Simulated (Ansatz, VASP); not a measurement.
**Hg in VASP and in Ansatz**

INCAR

```
  PREC = Accurate
  ENCUT = 520
  EDIFF = 1E-7
  ISMEAR = -1
  SIGMA = 0.05
  LREAL = F
  LASPH = T
  NELM = 100
  ALGO = Normal
  ISIF = 2
  LWAVE = F
  LCHARG = F
  GGA = PE
  NBANDS = 19
```

KPOINTS

```
Automatic mesh
0
Gamma
  11 11 11
```

File POSCAR:

```
Hg
1.0
    0.0000000000      3.0847701210      3.0847701210
    3.0847701210      0.0000000000      3.0847701210
    3.0847701210      3.0847701210      0.0000000000
Hg
2
Direct
   -0.1250000000     -0.1250000000     -0.1250000000
    0.1250000000      0.1250000000      0.1250000000
```

Input for Ansatz:

```yaml
crystal:
  lattice:
    - [0.0, 3.084770121, 3.084770121]
    - [3.084770121, 0.0, 3.084770121]
    - [3.084770121, 3.084770121, 0.0]
  atoms:
    - { symbol: Hg, position: [-0.125, -0.125, -0.125] }
    - { symbol: Hg, position: [0.125, 0.125, 0.125] }
kpoints:
  mp_grid: { grid: [11, 11, 11] }
scf:
  occupations: { method: fermi_dirac, width: 0.05 }
hamiltonian:
  xc: pbe
  pseudopotentials: { kind: paw }
output:
  forces: true
  stress: true
  eigenvalues: true
  populations: true
```

Change from the starting cell: volume scaled by 0.52, PAW files.

Alike in both runs: task single point; functional PBE; k mesh 11 × 11 × 11; occupations fermi-dirac, width 0.05 eV; no spin polarisation.

|  | VASP | Ansatz |
| --- | --- | --- |
| version | VASP 6.6.1 | Ansatz 0.2.0 |
| potentials or method | VASP PAW PBE potentials, release 64 (Hg) | PAW with Ansatz's default frozen-core files, scalar-relativistic |
| plane-wave cutoff (eV) | 520 | 420 |
| valence electrons in the cell | 24 | 40 |

```tsv
	VASP	Ansatz	Ansatz less VASP
pressure (GPa)	12.1	11.4	-0.70
```

VASP's potentials hold 24 valence electrons a cell and Ansatz's 40, so a difference there can come from the potentials and not from the codes.

Spin-orbit coupling is off throughout.
